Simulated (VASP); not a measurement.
# AlN (P1) in VASP: further runs, part 2 of 3

VASP 6.6.1.

### 3 Single point, PBE

Contents of INCAR:

```
PREC = Accurate ; ENCUT = 520
EDIFF = 1E-6 ; ISMEAR = 0
SIGMA = 0.05 ; LREAL = False
LASPH = True ; NELM = 80
ALGO = Normal ; ISIF = 2
LWAVE = False ; LCHARG = False
GGA = PE ; NBANDS = 36
```

Contents of KPOINTS:

```
Automatic mesh
0
Gamma
  8 8 2
```

Contents of POSCAR:

```
AlN
1.0
    2.2015871003     -2.2015871003      0.0000000000
    2.2015871003      0.0000000000     -2.2015871003
    9.4668245313      8.1458722711      8.8063484012
Al N
6 6
Direct
    0.8812600000      0.0000000000      0.3958000000
    0.2645933333      0.3333333333      0.2291333333
    0.4979266667      0.6666666667      0.5624666667
    0.7312600000      1.0000000000      0.8958000000
    0.1145933333      0.3333333333      0.7291333333
    0.6479266667      0.6666666667      0.0624666667
    0.5354266667      0.6666666667      0.4374666667
    0.9187600000      0.0000000000      0.2708000000
    0.1520933333      0.3333333333      0.6041333333
    0.3854266667      0.6666666667      0.9374666667
   -0.2312400000      0.0000000000      0.7708000000
    0.3020933333      0.3333333333      0.1041333333
```

Potentials or basis: VASP PAW PBE potentials, release 64 (Al, N).

The run is started by

```
> cat potpaw_PBE.64/Al/POTCAR potpaw_PBE.64/N/POTCAR > POTCAR
> mpirun -np 1 vasp_std > vasp.out
```

OUTCAR:

```text
PREC = Accurate
   ENCUT = 520
   EDIFF = 1E-6
   ISMEAR = 0
   LREAL = False
   LASPH = True
   NELM = 80
   ISIF = 2
   GGA = PE

 ion  position               nearest neighbor table
   1  0.881  0.000  0.396-   7 1.91   8 1.91   7 1.91   7 1.91   3 3.11   2 3.11   3 3.11   2 3.11
                             3 3.11   2 3.11
   2  0.265  0.333  0.229-   8 1.91  12 1.91   8 1.91   8 1.91   6 3.11   6 3.11   6 3.11   1 3.11
                             1 3.11   1 3.11
   3  0.498  0.667  0.562-   9 1.91   9 1.91   7 1.91   9 1.91   5 3.11   5 3.11   5 3.11   1 3.11
                             1 3.11   1 3.11
   4  0.731  0.000  0.896-  10 1.91  11 1.91  10 1.91  10 1.91   6 2.77   5 3.11   5 3.11   5 3.11
                             6 3.25
   5  0.115  0.333  0.729-  11 1.91   9 1.91  11 1.91  11 1.91   3 3.11   3 3.11   3 3.11   4 3.11
                             4 3.11   4 3.11
   6  0.648  0.667  0.062-  12 1.91  12 1.91  12 1.91  10 2.12   4 2.77   2 3.11   2 3.11   2 3.11
                             4 3.25
   7  0.535  0.667  0.437-   1 1.91   3 1.91   1 1.91   1 1.91
   8  0.919  0.000  0.271-   2 1.91   1 1.91   2 1.91   2 1.91
   9  0.152  0.333  0.604-   3 1.91   3 1.91   5 1.91   3 1.91
  10  0.385  0.667  0.937-   4 1.91   4 1.91   4 1.91   6 2.12
  11  0.769  0.000  0.771-   5 1.91   4 1.91   5 1.91   5 1.91
  12  0.302  0.333  0.104-   6 1.91   6 1.91   2 1.91   6 1.91

  LATTYP: Found a base centered monoclinic cell.
 ALAT       =     3.1135143360
 B/A-ratio  =     1.7320508076
 C/A-ratio  =     4.9081564767
 COS(beta)  =    -0.0611227457

  Lattice vectors:

 A1 = (   0.0000000000,   2.2015871003,  -2.2015871003)
 A2 = (  -2.2015871003,   0.0000000000,   2.2015871003)
 A3 = (   9.4668245313,   8.1458722711,   8.8063484012)

Analysis of symmetry for initial positions (statically):
=====================================================================
 Subroutine PRICEL returns:
 Original cell was already a primitive cell.

 Routine SETGRP: Setting up the symmetry group for a
 base centered monoclinic supercell.

 Subroutine GETGRP returns: Found  1 space group operations
 (whereof  1 operations were pure point group operations)
 out of a pool of  4 trial point group operations.

The static configuration has the point symmetry C_1 .

Analysis of symmetry for dynamics (positions and initial velocities):
=====================================================================
 Subroutine PRICEL returns:
 Original cell was already a primitive cell.

 Routine SETGRP: Setting up the symmetry group for a
 base centered monoclinic supercell.

 Subroutine GETGRP returns: Found  1 space group operations
 (whereof  1 operations were pure point group operations)
 out of a pool of  4 trial point group operations.

The dynamic configuration has the point symmetry C_1 .

 Subroutine INISYM returns: Found  1 space group operations
 (whereof  1 operations are pure point group operations),
 and found     1 'primitive' translations

----------------------------------------------------------------------------------------

                                     Primitive cell

[... 93 lines left out ...]
   number of dos      NEDOS =    301   number of ions     NIONS =     12
   total plane-waves  NPLWV =  69120
   dimension x,y,z NGX =    24 NGY =   24 NGZ =  120
   dimension x,y,z NGXF=    48 NGYF=   48 NGZF=  240
   ions per type =               6   6
   NGX,Y,Z   is equivalent  to a cutoff of  12.81, 12.81, 13.05 a.u.
   NGXF,Y,Z  is equivalent  to a cutoff of  25.63, 25.63, 26.11 a.u.
 SYSTEM =  unknown system
   PREC   = accura    normal or accurate (medium, high low for compatibility)
   ISTART =      0    job   : 0-new  1-cont  2-samecut
   ICHARG =      2    charge: 1-file 2-atom 10-const
   ISPIN  =      1    spin polarized calculation?
   LNONCOLLINEAR =      F non collinear calculations
   LSORBIT =      F    spin-orbit coupling
   LASPH  =      T    aspherical Exc in radial PAW
   ENCUT  =  520.0 eV  38.22 Ry    6.18 a.u.   5.79  5.79 28.41*2*pi/ulx,y,z
   NELM   =     80;   NELMIN=  2; NELMDL= -5     # of ELM steps
   EDIFF  = 0.1E-05   stopping-criterion for ELM
   LREAL  =      F    real-space projection
   EDIFFG = 0.1E-04   stopping-criterion for IOM
   NSW    =      0    number of steps for IOM
   IBRION =     -1    ionic relax: 0-MD 1-quasi-New 2-CG
   NFREE  =      0    steps in history (QN), initial steepest desc. (CG)
   ISIF   =      2    stress and relaxation
   ISYM   =      2    0-nonsym 1-usesym 2-fastsym
   POTIM  = 0.5000    time-step for ionic-motion
   TEBEG  =    0.0;   TEEND  =   0.0 temperature during run
   PSTRESS=    0.0 pullay stress
   NELECT =      48.0000    total number of electrons
   NUPDOWN=      -1.0000    fix difference up-down
   EMIN   =  10.00;   EMAX   =-10.00  energy-range for DOS
   EFERMI =   0.00;   METHOD = LEGACY
   ISMEAR =     0;   SIGMA  =   0.05  broadening in eV -4-tet -1-fermi 0-gaus
   EFERMI_NEDOS =   21; number of points for ismear=-14 and -15
   IALGO  =     38    algorithm
   IMIX   =      4    mixing-type and parameters
     AMIX     =   0.40;   BMIX     =  1.00
     AMIX_MAG =   1.60;   BMIX_MAG =  1.00
  volume/ion in A,a.u.               =      10.67        72.01
  Fermi-wavevector in a.u.,A,eV,Ry     =   1.180390  2.230614 18.957286  1.393321
  Thomas-Fermi vector in A             =   2.316684
   LORBIT       =      0    0 simple, 1 ext, 2 COOP (PROOUT), +10 PAW based schemes
   GGA     = PE    functional components
   LHFCALC =     F    Hartree Fock is set to
   AEXX    =    0.0000 exact exchange contribution
   IVDW    =     0    specifies the selected vdW correction
   LEPSILON=     F    determine dielectric tensor
   LRPA    =     F    only Hartree local field effects (RPA)
 non-spin polarized calculation
 Gauss-broadening in eV      SIGMA  =   0.05
  energy-cutoff  :      520.00
  volume of cell :      128.05
 maximum number of plane-waves:      3472
   NGX = 11   NGY = 11   NGZ = 57

 number of electron      48.0000002 magnetization

 Free energy of the ion-electron system (eV)
  ---------------------------------------------------
  ext. energy  EPLUGINS =         0.00000000
  ---------------------------------------------------
  free energy    TOTEN  =       -88.27574351 eV

  energy without entropy =      -88.27574351  energy(sigma->0) =      -88.27574351

 E-fermi :   6.3558     XC(G=0): -10.8453

 val. band max:        6.1020046430   @ k =   0.0000   0.0000   0.0000
 cond. band min:       9.0059257425   @ k =   0.5000   0.0000   0.0000
 fundamental gap:      2.9039210994
 Fermi energy:         6.3557777449

 k-point     1 :       0.0000    0.0000    0.0000
  band No.  band energies     occupation
      1      -9.0826      2.00000
      2      -8.7042      2.00000
      3      -8.6501      2.00000
      4      -7.7485      2.00000
      5      -7.6853      2.00000
      6      -7.0608      2.00000
[... 925 lines left out ...]
     35      15.8942      0.00000
     36      16.0915      0.00000

 [... further k-points ...]

------------------------ aborting loop because EDIFF is reached ----------------------------------------

  FORCE on cell =-STRESS in cart. coord.  units (eV):
  Direction    XX          YY          ZZ          XY          YZ          ZX
  --------------------------------------------------------------------------------------
  -------------------------------------------------------------------------------------
  Total       -4.1344638     -0.3146468      1.8525096      0.9507040      2.5509641     -1.1317061
  in kB      -51.7298141     -3.9368157     23.1783326     11.8950712     31.9172938    -14.1597435
  external PRESSURE =     -10.8294324 kB  Pullay stress =       0.0000000 kB

 VOLUME and BASIS-vectors are now :
 -----------------------------------------------------------------------------
  energy-cutoff  :      520.00
  volume of cell :      128.05
      direct lattice vectors                 reciprocal lattice vectors
     2.201587100 -2.201587100  0.000000000     0.140050481 -0.314167296  0.140050481
     2.201587100  0.000000000 -2.201587100     0.151405926  0.151405926 -0.302811852
     9.466824531  8.145872271  8.806348401     0.037851481  0.037851481  0.037851481

 POSITION                                       TOTAL-FORCE (eV/Angst)
 -----------------------------------------------------------------------------------
      5.68714      1.28397      3.48555         0.024346      0.029381      0.027638
      3.48555      1.28397      1.28397         0.021092      0.062570      0.108435
      7.88873      3.48555      3.48555         0.026652      0.027556      0.027205
     10.09031      5.68714      7.88873        -0.124431     -0.262655     -0.544577
      7.88873      5.68714      5.68714         0.023054      0.035927      0.034214
      3.48555     -0.91762     -0.91762        -1.078536      0.526657     -0.058364
      6.78793      2.38476      2.38476        -0.027298     -0.026581     -0.025629
      4.58635      0.18317      2.38476        -0.036937     -0.011988     -0.022828
      6.78793      4.58635      4.58635        -0.023291     -0.030483     -0.027666
     11.19111      6.78793      6.78793         1.307719     -0.384924      0.001786
      8.98952      4.58635      6.78793         0.001881     -0.086617     -0.031744
      2.38476      0.18317      0.18317        -0.114252      0.121156      0.511530
 -----------------------------------------------------------------------------------
    total drift:                               -0.000365      0.000260     -0.001133

  FREE ENERGIE OF THE ION-ELECTRON SYSTEM (eV)
  ---------------------------------------------------
  free  energy   TOTEN  =       -88.2757435069 eV

  energy  without entropy=      -88.2757435069  energy(sigma->0) =      -88.27574351
```

Wall time 4.9 min (1 thread of AMD EPYC 7R13 (Zen 3), shared host); peak memory 0.35 GiB.

Results:

```yaml
Free_energy: -88.2757 eV
Pressure: -1.1 GPa
Largest_force: 1.363 eV/Å
Band_gap_on_the_k_mesh: 2.90 eV, indirect (least direct gap 3.19 eV)
```

Forces in eV/Å, atoms in the order of the input:
```
Al   0.024  0.029  0.028
Al   0.021  0.063  0.108
Al   0.027  0.028  0.027
Al  -0.124 -0.263 -0.545
Al   0.023  0.036  0.034
Al  -1.079  0.527 -0.058
N   -0.027 -0.027 -0.026
N   -0.037 -0.012 -0.023
N   -0.023 -0.030 -0.028
N    1.308 -0.385  0.002
N    0.002 -0.087 -0.032
N   -0.114  0.121  0.512
```

Caveat: forces of over 1 eV/Å act on the atoms, so gaps and moduli don't describe the material at rest. PBE gaps usually lie below the measured ones, often by a third to a half.

(Continued in part 3 of 3.)
